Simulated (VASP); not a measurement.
Se:

```
CELL_PARAMETERS angstrom
2.43145 0.00000 0.00000
-0.81048 2.29240 0.00000
-0.81048 -1.14620 1.98527
ATOMIC_POSITIONS crystal
Se 0.00000 0.00000 0.00000
```

Base run:

* Program: VASP 6.6.1
* Functional: LDA
* Potentials or basis: VASP PAW LDA potentials, release 64 (Se)
* Cutoff: 520 eV
* k mesh: 16 × 16 × 16
* Occupations: fermi-dirac, width 0.1 eV
* Spin: no spin polarisation

Its results: band gap on the k mesh zero (band 3 reaches 23.22 eV, above the bottom of band 4 at 7.34 eV); pressure 159.9 GPa.

Question: The run is repeated on the same cell with these changes: functional from LDA to r2SCAN; potentials or basis from VASP PAW LDA potentials, release 64 (Se) to VASP PAW PBE potentials, release 64 (Se). What comes out?

Answer: Band gap on the k mesh zero (band 3 reaches 23.23 eV, above the bottom of band 4 at 6.55 eV); pressure 174.3 GPa.

Caveats: the PAW data sets were made with another functional, which shifts forces and pressure a little (some runs).
